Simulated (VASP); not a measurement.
# Ba2TeMo2 (P3m1) in VASP: further runs

The runs below take Ba2TeMo2 through single point, relaxation of cell and atoms, with PBE.

Program: VASP 6.6.1. These are calculated values, not measurements. Logs are shortened: lines on timing, memory, paths and dates and some standing lists are left out, and cuts for length are marked.

**1. The cell of the first run**

The structure is trigonal, space group P3m1 (No. 156). Conventional cell: a = 4.088 Å, b = 4.088 Å, c = 11.879 Å, α = 90.00°, β = 90.00°, γ = 120.00°. Within 4.4 Å of Ba (site symmetry 3m) lie 3 Te at 3.37 Å and 6 Ba at 4.09 Å. Within 4.5 Å of Ba (site symmetry 3m) lie 4 Mo at 3.46 to 3.67 Å and 6 Ba at 4.09 Å. Within 3.7 Å of Te (site symmetry 3m) lie 4 Mo at 2.79 to 2.87 Å and 3 Ba at 3.37 Å. Within 3.5 Å of Mo (site symmetry 3m) lie 3 Mo at 2.62 Å and 1 Te at 2.79 Å and 3 Ba at 3.46 Å. Mo (site symmetry 3m) has 3 Mo at 2.62 Å and 3 Te at 2.87 Å within 3.5 Å.

The cell was built from a structure type or drawn by symmetry, and may not be a known phase.

**2. Single point, PBE**

INCAR reads:

```
SYSTEM = Ba2TeMo2
PREC = Accurate ; ENCUT = 520
EDIFF = 1E-6 ; ISMEAR = 0
SIGMA = 0.2 ; LREAL = .FALSE.
LASPH = .TRUE. ; NELM = 100
ALGO = Normal ; ISIF = 2
LWAVE = .FALSE. ; LCHARG = .FALSE.
GGA = PE ; NBANDS = 35
```

KPOINTS reads:

```
regular mesh
0
G
  5 5 2
  0 0 0
```

POSCAR reads:

```
Ba2TeMo2
1.0
    4.0884554807      0.0000000028      0.0000000000
   -2.0442277428      3.5407063071      0.0000000000
    0.0000000000      0.0000000000     11.8790890888
Ba Te Mo
2 1 2
Direct
    0.0000000000      0.0000000000      0.4872717680
    0.6666666667      0.3333333333      0.8381919148
    0.3333333333      0.6666666667      0.2853004200
    0.3333333333      0.6666666667      0.0507470207
    0.6666666667      0.3333333333      0.1473120366
```

Potentials or basis: VASP PAW PBE potentials, release 64 (Ba_sv, Te, Mo_sv).

Run with:

```bash
$ cat potpaw_PBE.64/Ba_sv/POTCAR potpaw_PBE.64/Te/POTCAR potpaw_PBE.64/Mo_sv/POTCAR > POTCAR
$ mpirun -np 1 vasp_std > vasp.out
```

OUTCAR:

```text
SYSTEM = Ba2TeMo2
   PREC = Accurate
   ENCUT = 520
   EDIFF = 1E-6
   ISMEAR = 0
   LREAL = .FALSE.
   LASPH = .TRUE.
   NELM = 100
   ISIF = 2
   GGA = PE

 ion  position               nearest neighbor table
   1  0.000  0.000  0.487-   3 3.37   3 3.37   3 3.37
   2  0.667  0.333  0.838-   4 3.46   4 3.46   4 3.46   5 3.67
   3  0.333  0.667  0.285-   4 2.79   5 2.87   5 2.87   5 2.87   1 3.37   1 3.37   1 3.37
   4  0.333  0.667  0.051-   5 2.62   5 2.62   5 2.62   3 2.79   2 3.46   2 3.46   2 3.46
   5  0.667  0.333  0.147-   4 2.62   4 2.62   4 2.62   3 2.87   3 2.87   3 2.87   2 3.67

  LATTYP: Found a hexagonal cell.
 ALAT       =     4.0884554807
 C/A-ratio  =     2.9055199806

  Lattice vectors:

 A1 = (   4.0884554807,   0.0000000028,   0.0000000000)
 A2 = (  -2.0442277428,   3.5407063071,   0.0000000000)
 A3 = (   0.0000000000,   0.0000000000,  11.8790890888)

Analysis of symmetry for initial positions (statically):
=====================================================================
 Subroutine PRICEL returns:
 Original cell was already a primitive cell.

 Routine SETGRP: Setting up the symmetry group for a
 hexagonal supercell.

 Subroutine GETGRP returns: Found  6 space group operations
 (whereof  6 operations were pure point group operations)
 out of a pool of 24 trial point group operations.

The static configuration has the point symmetry C_3v.

Analysis of symmetry for dynamics (positions and initial velocities):
=====================================================================
 Subroutine PRICEL returns:
 Original cell was already a primitive cell.

 Routine SETGRP: Setting up the symmetry group for a
 hexagonal supercell.

 Subroutine GETGRP returns: Found  6 space group operations
 (whereof  6 operations were pure point group operations)
 out of a pool of 24 trial point group operations.

The dynamic configuration has the point symmetry C_3v.

 Subroutine INISYM returns: Found  6 space group operations
 (whereof  6 operations are pure point group operations),
 and found     1 'primitive' translations

----------------------------------------------------------------------------------------

                                     Primitive cell

  volume of cell :     171.9619

  direct lattice vectors                    reciprocal lattice vectors
     4.088455481  0.000000003  0.000000000     0.244591143  0.141214763  0.000000000
    -2.044227743  3.540706307  0.000000000    -0.000000000  0.282429525  0.000000000
     0.000000000  0.000000000 11.879089089     0.000000000  0.000000000  0.084181539

  length of vectors
     4.088455481  4.088455481 11.879089089     0.282429525  0.282429525  0.084181539

  position of ions in fractional coordinates (direct lattice)
     0.000000000  0.000000000  0.487271768
     0.666666667  0.333333333  0.838191915
     0.333333333  0.666666667  0.285300420
     0.333333333  0.666666667  0.050747021
     0.666666667  0.333333333  0.147312037

  ion indices of the primitive-cell ions
   primitive index   ion index
                 1           1
                 2           2
                 3           3
                 4           4
                 5           5

----------------------------------------------------------------------------------------

 KPOINTS: regular mesh

Automatic generation of k-mesh.
 Grid dimensions read from file:
 generate k-points for:    5    5    2

 Generating k-lattice:

  Cartesian coordinates                     Fractional coordinates (reciprocal lattice)
     0.048918229  0.028242953  0.000000000     0.200000000  0.000000000  0.000000000
    -0.000000000  0.056485905  0.000000000     0.000000000  0.200000000  0.000000000
     0.000000000  0.000000000  0.042090769     0.000000000  0.000000000  0.500000000

  Length of vectors
     0.056485905  0.056485905  0.042090769

  Shift w.r.t. Gamma in fractional coordinates (k-lattice)
     0.000000000  0.000000000  0.000000000

 Subroutine IBZKPT returns following result:
 ===========================================

 Found     10 irreducible k-points:

 Following reciprocal coordinates:
            Coordinates               Weight
  0.000000  0.000000  0.000000      1.000000
  0.200000  0.000000  0.000000      6.000000
  0.400000  0.000000  0.000000      6.000000
  0.200000  0.200000  0.000000      6.000000
  0.400000  0.200000  0.000000      6.000000
  0.000000  0.000000  0.500000      1.000000
  0.200000  0.000000  0.500000      6.000000
  0.400000  0.000000  0.500000      6.000000
  0.200000  0.200000  0.500000      6.000000
  0.400000  0.200000  0.500000      6.000000
   k-points           NKPTS =     10   k-points in BZ     NKDIM =     10   number of bands    NBANDS=     35
   number of dos      NEDOS =    301   number of ions     NIONS =      5
   total plane-waves  NPLWV =  81000
   dimension x,y,z NGX =    30 NGY =   30 NGZ =   90
   dimension x,y,z NGXF=    60 NGYF=   60 NGZF=  180
[... 71 lines left out ...]
      1     -55.9791      2.00000
      2     -55.5224      2.00000
      3     -30.2256      2.00000
      4     -30.2256      2.00000
      5     -30.0596      2.00000
      6     -29.7641      2.00000
[... 27 lines left out ...]
     34       6.7827      0.00000
     35       7.2875      0.00000

 k-point     2 :       0.2000    0.0000    0.0000
  band No.  band energies     occupation
      1     -55.9677      2.00000
      2     -55.5338      2.00000
      3     -30.2598      2.00000
      4     -30.2496      2.00000
      5     -30.0897      2.00000
      6     -29.7143      2.00000
[... 27 lines left out ...]
     34       6.9847      0.00000
     35       7.0606      0.00000

 k-point     3 :       0.4000    0.0000    0.0000
  band No.  band energies     occupation
      1     -55.9478      2.00000
      2     -55.5537      2.00000
      3     -30.2981      2.00000
      4     -30.2859      2.00000
      5     -30.1441      2.00000
      6     -29.6413      2.00000
[... 27 lines left out ...]
     34       7.2604      0.00000
     35       7.3426      0.00000

 k-point     4 :       0.2000    0.2000    0.0000
  band No.  band energies     occupation
      1     -55.9518      2.00000
      2     -55.5497      2.00000
      3     -30.2955      2.00000
      4     -30.2747      2.00000
      5     -30.1357      2.00000
      6     -29.6488      2.00000
[... 27 lines left out ...]
     34       6.7952      0.00000
     35       7.1498      0.00000

 k-point     5 :       0.4000    0.2000    0.0000
  band No.  band energies     occupation
      1     -55.9413      2.00000
      2     -55.5602      2.00000
      3     -30.3242      2.00000
      4     -30.2711      2.00000
      5     -30.1731      2.00000
      6     -29.6018      2.00000
[... 27 lines left out ...]
     34       6.9079      0.00000
     35       7.1432      0.00000

 k-point     6 :       0.0000    0.0000    0.5000
  band No.  band energies     occupation
      1     -55.9791      2.00000
      2     -55.5224      2.00000
      3     -30.2256      2.00000
      4     -30.2256      2.00000
      5     -30.0596      2.00000
      6     -29.7641      2.00000
[... 27 lines left out ...]
     34       6.6181      0.00000
     35       7.3714      0.00000

 k-point     7 :       0.2000    0.0000    0.5000
  band No.  band energies     occupation
      1     -55.9677      2.00000
      2     -55.5338      2.00000
      3     -30.2598      2.00000
      4     -30.2496      2.00000
      5     -30.0897      2.00000
      6     -29.7143      2.00000
[... 27 lines left out ...]
     34       7.0258      0.00000
     35       7.0294      0.00000

 k-point     8 :       0.4000    0.0000    0.5000
  band No.  band energies     occupation
      1     -55.9478      2.00000
      2     -55.5537      2.00000
      3     -30.2981      2.00000
      4     -30.2859      2.00000
      5     -30.1441      2.00000
      6     -29.6413      2.00000
[... 27 lines left out ...]
     34       7.2401      0.00000
     35       7.2700      0.00000

 k-point     9 :       0.2000    0.2000    0.5000
  band No.  band energies     occupation
      1     -55.9518      2.00000
      2     -55.5498      2.00000
      3     -30.2955      2.00000
      4     -30.2747      2.00000
      5     -30.1357      2.00000
      6     -29.6488      2.00000
[... 27 lines left out ...]
     34       6.7633      0.00000
     35       7.1554      0.00000

 k-point    10 :       0.4000    0.2000    0.5000
  band No.  band energies     occupation
      1     -55.9413      2.00000
      2     -55.5602      2.00000
      3     -30.3242      2.00000
      4     -30.2711      2.00000
      5     -30.1731      2.00000
      6     -29.6018      2.00000
[... 27 lines left out ...]
     34       6.8490      0.00000
     35       7.3233      0.00000

------------------------ aborting loop because EDIFF is reached ----------------------------------------

  FORCE on cell =-STRESS in cart. coord.  units (eV):
  Direction    XX          YY          ZZ          XY          YZ          ZX
  --------------------------------------------------------------------------------------
  -------------------------------------------------------------------------------------
  Total        0.1355422      0.1355422      0.0814583     -0.0000000     -0.0000000     -0.0000000
  in kB        1.2628534      1.2628534      0.7589505     -0.0000000     -0.0000000     -0.0000000
  external PRESSURE =       1.0948858 kB  Pullay stress =       0.0000000 kB

 VOLUME and BASIS-vectors are now :
 -----------------------------------------------------------------------------
  energy-cutoff  :      520.00
  volume of cell :      171.96
      direct lattice vectors                 reciprocal lattice vectors
     4.088455481  0.000000003  0.000000000     0.244591143  0.141214763  0.000000000
    -2.044227743  3.540706307  0.000000000    -0.000000000  0.282429525  0.000000000
     0.000000000  0.000000000 11.879089089     0.000000000  0.000000000  0.084181539

 POSITION                                       TOTAL-FORCE (eV/Angst)
 -----------------------------------------------------------------------------------
      0.00000      0.00000      5.78834        -0.000000     -0.000000      0.132467
      2.04423      1.18024      9.95696        -0.000000      0.000000     -0.057000
     -0.00000      2.36047      3.38911        -0.000000     -0.000000     -0.149507
     -0.00000      2.36047      0.60283         0.000000     -0.000000      0.020671
      2.04423      1.18024      1.74993        -0.000000      0.000000      0.053368
 -----------------------------------------------------------------------------------
    total drift:                               -0.000000      0.000000      0.000186

  FREE ENERGIE OF THE ION-ELECTRON SYSTEM (eV)
  ---------------------------------------------------
  free  energy   TOTEN  =       -26.9200751015 eV

  energy  without entropy=      -26.7568485867  energy(sigma->0) =      -26.83846184
```

Wall time 55 s (1 thread of AMD EPYC 7R13 (Zen 3), shared host); peak memory 0.26 GiB.

Results:

```
Free energy            : -26.9201 eV
Pressure               : 0.1 GPa
Largest force          : 0.150 eV/Å
Band gap on the k mesh : zero (bands 27 and 28 overlap by 0.02 eV)
```

Forces in eV/Å, atoms in the order of the input:
```
Ba   0.000  0.000  0.132
Ba   0.000  0.000 -0.057
Te   0.000  0.000 -0.150
Mo   0.000  0.000  0.021
Mo   0.000  0.000  0.053
```

Caveat: spin-orbit coupling is left out, which moves the levels of the heavy elements.

**3. Relaxation of cell and atoms, PBE**

This run uses another cell than the first one, of 32.13 Å³/atom.

INCAR reads:

```
ALGO = Fast
EDIFF = 1E-6
EDIFFG = -0.08
ENCUT = 600
GGA = PE
IBRION = 2
ISIF = 3
ISMEAR = 0
LASPH = T
LCHARG = F
LREAL = F
LWAVE = F
NELM = 100
NSW = 36
PREC = Accurate
SIGMA = 0.2
```

KPOINTS reads:

```
k-points
0
Gamma
  5 5 2
```

POSCAR reads:

```
Ba2TeMo2
1.0
    4.2166958900      0.0000000000      0.0000000000
   -2.1083479500      3.6517657600      0.0000000000
    0.0000000000      0.0000000000     10.4325113200
Ba Te Mo
2 1 2
Direct
    0.0000000000      0.0000000000      0.5924573300
    0.6666666700      0.3333333300      0.8370509200
    0.3333333300      0.6666666700      0.2218141200
    0.3333333300      0.6666666700      0.0126158700
    0.6666666700      0.3333333300      0.1448849200
```

Potentials or basis: VASP PAW PBE potentials, release 64 (Ba_sv, Te, Mo_sv).

Run with:

```bash
$ cat potpaw_PBE.64/Ba_sv/POTCAR potpaw_PBE.64/Te/POTCAR potpaw_PBE.64/Mo_sv/POTCAR > POTCAR
$ mpirun -np 1 vasp_std > vasp.out
```

Run time: 44 min. Hardware: 1 thread of AMD EPYC 7R13 (Zen 3), shared host; peak memory 0.36 GiB.

Results (log left out):

```
Free energy                           : -26.9213 eV
Relaxed volume                        : 34.06 Å³/atom
Relaxed cell                          : a = 4.082 Å, b = 4.082 Å, c = 11.804 Å, α = 90.00°, β = 90.00°, γ = 120.00°
Space group after relaxing (to 0.1 Å) : P3m1 (No. 156)
Energy gained by relaxing             : 995.4 meV/atom
Ionic steps                           : 36
Pressure after relaxing               : -0.1 GPa
Largest force after relaxing          : 0.072 eV/Å
Band gap on the k mesh                : zero (bands 27 and 28 overlap by 0.02 eV)
```

Forces in eV/Å, atoms in the order of the input:
```
Ba   0.000  0.000 -0.020
Ba   0.000  0.000  0.072
Te   0.000  0.000 -0.062
Mo   0.000  0.000  0.026
Mo   0.000  0.000 -0.016
```

The path:
```
step  energy change (eV)  largest force (eV/Å)  pressure (GPa)  volume (Å³)
   1              0.0000               13.5551           12.69       160.64
   2              0.8857                3.4678           -8.11       224.80
   3             -0.7659                3.6164           -7.39       206.91
   4             -1.6640                3.6442           -6.27       195.78
   5             -2.5593                2.7359           -2.34       177.81
   6             -2.5744                2.7575           -0.88       174.02
   7             -2.5804                2.7352           -1.46       175.40
   8             -3.2542                2.0295           -1.03       170.95
   9             -3.7019                1.2248            0.57       165.43
  10             -3.7262                1.2305            1.30       163.76
  11             -3.9804                1.3122           -0.24       168.40
  12             -4.0333                1.4416           -0.93       171.29
  13             -4.2791                1.2940            0.20       167.30
  14             -4.4607                0.9508            3.08       160.42
  15             -4.5590                0.9855            2.09       162.75
  16             -4.6321                1.1009            0.56       166.84
  17             -4.6812                0.8209           -0.01       168.19
  18             -4.7616                0.6256           -1.45       172.23
  19             -4.7700                0.6217           -1.91       173.80
  20             -4.8134                0.6017           -1.46       172.20
  21             -4.8869                0.6932            0.10       167.41
  22             -4.8906                0.8121            0.65       165.95
  23             -4.9165                0.6785            0.56       166.00
  24             -4.9364                0.3651            0.47       166.04
  25             -4.9370                0.4100            0.47       166.04
  26             -4.9469                0.2777           -0.05       167.56
  27             -4.9496                0.2572           -0.49       168.88
  28             -4.9575                0.2180           -0.36       168.61
  29             -4.9668                0.1805           -0.05       168.01
  30             -4.9673                0.1749            0.06       167.81
  31             -4.9694                0.1579            0.07       167.98
  32             -4.9729                0.1030            0.12       168.51
  33             -4.9733                0.1146            0.14       168.73
  34             -4.9750                0.0844           -0.02       169.44
  35             -4.9756                0.0950           -0.24       170.38
  36             -4.9769                0.0724           -0.14       170.30
```

Final structure:
```cif
data_structure
_symmetry_space_group_name_H-M 'P 1'
_symmetry_Int_Tables_number 1
_cell_length_a 4.0815
_cell_length_b 4.0815
_cell_length_c 11.8040
_cell_angle_alpha 90.000
_cell_angle_beta 90.000
_cell_angle_gamma 120.000
_cell_volume 170.30
loop_
_atom_site_label
_atom_site_type_symbol
_atom_site_fract_x
_atom_site_fract_y
_atom_site_fract_z
_atom_site_occupancy
Ba1 Ba 0.00000 0.00000 0.49370 1
Ba2 Ba 0.66667 0.33333 0.83207 1
Te1 Te 0.33333 0.66667 0.28574 1
Mo1 Mo 0.33333 0.66667 0.04946 1
Mo2 Mo 0.66667 0.33333 0.14786 1
```

Levels at points of the mesh, in eV from the Fermi level:
```csv
k point,band 23,band 24,band 25,band 26,band 27,band 28,band 29,band 30,band 31,band 32
"(0.00, 0.00, 0.00)",-1.81,-1.81,-1.05,-0.31,-0.31,0.11,0.59,1.47,1.47,1.81
"(0.00, 0.00, 0.50)",-1.81,-1.77,-1.44,-0.32,-0.32,0.22,0.77,1.45,1.45,1.67
```

Caveat: spin-orbit coupling is left out, which moves the levels of the heavy elements; the relaxation stopped at a loose force limit of 0.08 eV/Å, so its end isn't a converged minimum.
